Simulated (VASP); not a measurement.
# AlNi (C2/m) in VASP: notebook, part 2 of 2

VASP 6.6.1.

**3. Single point, PBEsol, collinear spin, ferromagnetic start**

INCAR

```
SYSTEM = AlNi
  PREC = Accurate
  ENCUT = 520
  EDIFF = 1E-6
  ISMEAR = -1
  SIGMA = 0.05
  LREAL = .False.
  LASPH = .True.
  NELM = 150
  ALGO = Fast
  ISIF = 2
  LWAVE = .False.
  LCHARG = .False.
  ISPIN = 2
  MAGMOM = 1 0
  LORBIT = 11
  LMAXMIX = 4
  GGA = PS
  NBANDS = 18
```

KPOINTS

```
Automatic mesh
0
Gamma
  11 11 7
  0 0 0
```

POSCAR

```
AlNi
1.0
    2.3309565903     -1.4130331573      0.0000000000
    2.3309565903      1.4130331573      0.0000000000
   -1.3743010865      0.0000000000      3.9319075144
Ni Al
1 1
Direct
    0.5000000000      0.5000000000      0.5000000000
    0.0000000000      0.0000000000      0.0000000000
```

Potentials or basis: VASP PAW PBE potentials, release 64 (Ni, Al).

The run is started by

```bash
cat potpaw_PBE.64/Ni/POTCAR potpaw_PBE.64/Al/POTCAR > POTCAR
mpirun -np 1 vasp_std > vasp.out
```

OUTCAR:

```text
SYSTEM = AlNi
   PREC = Accurate
   ENCUT = 520
   EDIFF = 1E-6
   ISMEAR = -1
   LREAL = .False.
   LASPH = .True.
   NELM = 150
   ISIF = 2
   ISPIN = 2
   LORBIT = 11
   GGA = PS

 ion  position               nearest neighbor table
   1  0.500  0.500  0.500-   2 2.52   2 2.52   2 2.52   2 2.52   2 2.56   2 2.56
   2  0.000  0.000  0.000-   1 2.52   1 2.52   1 2.52   1 2.52   1 2.56   1 2.56

  LATTYP: Found a base centered monoclinic cell.
 ALAT       =     4.6619131806
 B/A-ratio  =     0.6062031199
 C/A-ratio  =     0.8934454424
 COS(beta)  =    -0.3299511685

  Lattice vectors:

 A1 = (   2.3309565903,  -1.4130331573,   0.0000000000)
 A2 = (   2.3309565903,   1.4130331573,   0.0000000000)
 A3 = (  -1.3743010865,   0.0000000000,   3.9319075144)

Analysis of symmetry for initial positions (statically):
=====================================================================
 Subroutine PRICEL returns:
 Original cell was already a primitive cell.

 Routine SETGRP: Setting up the symmetry group for a
 base centered monoclinic supercell.

 Subroutine GETGRP returns: Found  4 space group operations
 (whereof  4 operations were pure point group operations)
 out of a pool of  4 trial point group operations.

The static configuration has the point symmetry C_2h.

Analysis of symmetry for dynamics (positions and initial velocities):
=====================================================================
 Subroutine PRICEL returns:
 Original cell was already a primitive cell.

 Routine SETGRP: Setting up the symmetry group for a
 base centered monoclinic supercell.

 Subroutine GETGRP returns: Found  4 space group operations
 (whereof  4 operations were pure point group operations)
 out of a pool of  4 trial point group operations.

The dynamic configuration has the point symmetry C_2h.

Analysis of structural, dynamic, and magnetic symmetry:
=====================================================================
 Subroutine PRICEL returns:
 Original cell was already a primitive cell.

 Routine SETGRP: Setting up the symmetry group for a
 base centered monoclinic supercell.

 Subroutine GETGRP returns: Found  4 space group operations
 (whereof  4 operations were pure point group operations)
 out of a pool of  4 trial point group operations.

The overall configuration has the point symmetry C_2h.

 Subroutine INISYM returns: Found  4 space group operations
 (whereof  4 operations are pure point group operations),
 and found     1 'primitive' translations

----------------------------------------------------------------------------------------

                                     Primitive cell

  volume of cell :      25.9012

  direct lattice vectors                    reciprocal lattice vectors
     2.330956590 -1.413033157  0.000000000     0.214504209 -0.353848738  0.074974644
     2.330956590  1.413033157  0.000000000     0.214504209  0.353848738  0.074974644
    -1.374301087  0.000000000  3.931907514     0.000000000  0.000000000  0.254329482

  length of vectors
     2.725806547  2.725806547  4.165165084     0.420526079  0.420526079  0.254329482

  position of ions in fractional coordinates (direct lattice)
     0.500000000  0.500000000  0.500000000
     0.000000000  0.000000000  0.000000000

  ion indices of the primitive-cell ions
   primitive index   ion index
                 1           1
                 2           2
[... 67 lines left out ...]
   LNONCOLLINEAR =      F non collinear calculations
   LSORBIT =      F    spin-orbit coupling
   LASPH  =      T    aspherical Exc in radial PAW
   ENCUT  =  520.0 eV  38.22 Ry    6.18 a.u.   5.07  5.07  7.74*2*pi/ulx,y,z
   NELM   =    150;   NELMIN=  2; NELMDL= -5     # of ELM steps
   EDIFF  = 0.1E-05   stopping-criterion for ELM
   LREAL  =      F    real-space projection
   EDIFFG = 0.1E-04   stopping-criterion for IOM
   NSW    =      0    number of steps for IOM
   IBRION =     -1    ionic relax: 0-MD 1-quasi-New 2-CG
   NFREE  =      0    steps in history (QN), initial steepest desc. (CG)
   ISIF   =      2    stress and relaxation
   ISYM   =      2    0-nonsym 1-usesym 2-fastsym
   POTIM  = 0.5000    time-step for ionic-motion
   TEBEG  =    0.0;   TEEND  =   0.0 temperature during run
   PSTRESS=    0.0 pullay stress
   NELECT =      13.0000    total number of electrons
   NUPDOWN=      -1.0000    fix difference up-down
   EMIN   =  10.00;   EMAX   =-10.00  energy-range for DOS
   EFERMI =   0.00;   METHOD = LEGACY
   ISMEAR =    -1;   SIGMA  =   0.05  broadening in eV -4-tet -1-fermi 0-gaus
   EFERMI_NEDOS =   21; number of points for ismear=-14 and -15
   IALGO  =     68    algorithm
   IMIX   =      4    mixing-type and parameters
     AMIX     =   0.40;   BMIX     =  1.00
     AMIX_MAG =   1.60;   BMIX_MAG =  1.00
  volume/ion in A,a.u.               =      12.95        87.39
  Fermi-wavevector in a.u.,A,eV,Ry     =   1.301016  2.458564 23.029805  1.692643
  Thomas-Fermi vector in A             =   2.432177
   LORBIT       =     11    0 simple, 1 ext, 2 COOP (PROOUT), +10 PAW based schemes
   GGA     = PS    functional components
   LHFCALC =     F    Hartree Fock is set to
   AEXX    =    0.0000 exact exchange contribution
   IVDW    =     0    specifies the selected vdW correction
   LEPSILON=     F    determine dielectric tensor
   LRPA    =     F    only Hartree local field effects (RPA)
 spin polarized calculation
 RMM-DIIS sequential band-by-band and
  energy-cutoff  :      520.00
  volume of cell :       25.90
 maximum number of plane-waves:       716
   NGX = 11   NGY = 11   NGZ = 15

 number of electron      12.9999993 magnetization      -0.0006778

 number of electron      12.9999993 magnetization       0.0000500

 Free energy of the ion-electron system (eV)
  ---------------------------------------------------
  ext. energy  EPLUGINS =         0.00000000
  ---------------------------------------------------
  free energy    TOTEN  =       -11.01349630 eV

  energy without entropy =      -11.00577873  energy(sigma->0) =      -11.00963751

 E-fermi :   8.7361     XC(G=0): -11.7817

 val. band max:        8.7253702016   @ k =   0.3636   0.0000   0.1429
 cond. band min:       8.7388687985   @ k =   0.4545   0.0909   0.1429
 fundamental gap:      0.0134985969
 Fermi energy:         8.7361136168

 spin component 1

 k-point     1 :       0.0000    0.0000    0.0000
  band No.  band energies     occupation
      1      -1.8482      1.00000
      2       5.2865      1.00000
      3       6.9881      1.00000
      4       7.1069      1.00000
      5       7.2726      1.00000
      6       7.4306      1.00000
[... 493 lines left out ...]
     17      32.1799      0.00000
     18      32.9854      0.00000

 [... further k-points ...]

 spin component 2

 k-point     1 :       0.0000    0.0000    0.0000
  band No.  band energies     occupation
      1      -1.8482      1.00000
      2       5.2866      1.00000
      3       6.9882      1.00000
      4       7.1069      1.00000
      5       7.2726      1.00000
      6       7.4308      1.00000
[... 493 lines left out ...]
     17      32.1798      0.00000
     18      32.9853      0.00000

 [... further k-points ...]

------------------------ aborting loop because EDIFF is reached ----------------------------------------

  FORCE on cell =-STRESS in cart. coord.  units (eV):
  Direction    XX          YY          ZZ          XY          YZ          ZX
  --------------------------------------------------------------------------------------
  -------------------------------------------------------------------------------------
  Total       -1.0880914     -1.3712847     -1.4863954      0.0000000      0.0000000     -0.1156915
  in kB      -67.3063622    -84.8239311    -91.9443606      0.0000000      0.0000000     -7.1563609
  external PRESSURE =     -81.3582180 kB  Pullay stress =       0.0000000 kB

 VOLUME and BASIS-vectors are now :
 -----------------------------------------------------------------------------
  energy-cutoff  :      520.00
  volume of cell :       25.90
      direct lattice vectors                 reciprocal lattice vectors
     2.330956590 -1.413033157  0.000000000     0.214504209 -0.353848738  0.074974644
     2.330956590  1.413033157  0.000000000     0.214504209  0.353848738  0.074974644
    -1.374301087  0.000000000  3.931907514     0.000000000  0.000000000  0.254329482

 POSITION                                       TOTAL-FORCE (eV/Angst)
 -----------------------------------------------------------------------------------
      1.64381      0.00000      1.96595        -0.000000      0.000000      0.000000
      0.00000      0.00000      0.00000         0.000000     -0.000000      0.000000
 -----------------------------------------------------------------------------------
    total drift:                                0.000000      0.000000      0.000000

  FREE ENERGIE OF THE ION-ELECTRON SYSTEM (eV)
  ---------------------------------------------------
  free  energy   TOTEN  =       -11.0134962967 eV

  energy  without entropy=      -11.0057787253  energy(sigma->0) =      -11.00963751

 total charge

# of ion       s       p       d       tot
------------------------------------------
    1        0.444   0.453   8.406   9.303
    2        0.410   0.393   0.000   0.803
--------------------------------------------------
tot          0.854   0.847   8.406  10.106

 magnetization (x)

# of ion       s       p       d       tot
------------------------------------------
    1       -0.000  -0.000   0.000   0.000
    2       -0.000  -0.000   0.000  -0.000
--------------------------------------------------
tot         -0.000  -0.000   0.000   0.000
```

stdout:

```text
POSCAR found type information on POSCAR NiAl
 POSCAR found :  2 types and       2 ions
 scaLAPACK will be used
 -----------------------------------------------------------------------------
|                                                                             |
|                                                                             |
|     You enforced a specific xc type in the INCAR file but a different       |
|     I HOPE YOU KNOW WHAT YOU ARE DOING!                                     |
|                                                                             |
 -----------------------------------------------------------------------------

 LDA part: xc-table for (Slater+PW92), standard interpolation
 POSCAR, INCAR and KPOINTS ok, starting setup
 FFT: planning ... GRIDC
 FFT: planning ... GRID_SOFT
 FFT: planning ... GRID
 WAVECAR not read
 entering main loop
WARNING in EDDRMM: call to ZHEGV failed, returncode =   8  4     16
WARNING in EDDRMM: call to ZHEGV failed, returncode =   6  3     17
```

Wall time 85 s (1 thread of Intel Xeon 6975P-C (Granite Rapids), shared host); peak memory 0.27 GiB.

Results:

```
Free energy                                           : -11.0135 eV
Pressure                                              : -8.1 GPa
Net moment                                            : 0.00 μB per cell
Valence electrons inside the program's atomic spheres : Ni 9.30; Al 0.80
```

Stress tensor (GPa, compression positive):
```
-6.73  0.00 -0.72
 0.00 -8.48  0.00
-0.72  0.00 -9.19
```

Levels at points of the mesh, in eV from the Fermi level:
Spin up:
```
           k point  band 3  band 4  band 5  band 6  band 7  band 8  band 9  band 10  band 11  band 12
(0.00, 0.00, 0.00)   -1.75   -1.63   -1.46   -1.31   -1.18    2.59   13.37    13.42    14.38    14.86
```
Spin down:
```
           k point  band 5  band 6  band 7  band 8  band 9  band 10
(0.00, 0.00, 0.00)   -1.46   -1.31   -1.18    2.59   13.37    13.42
```

Caveat: the PAW data sets were made with another functional, which shifts forces and pressure a little.
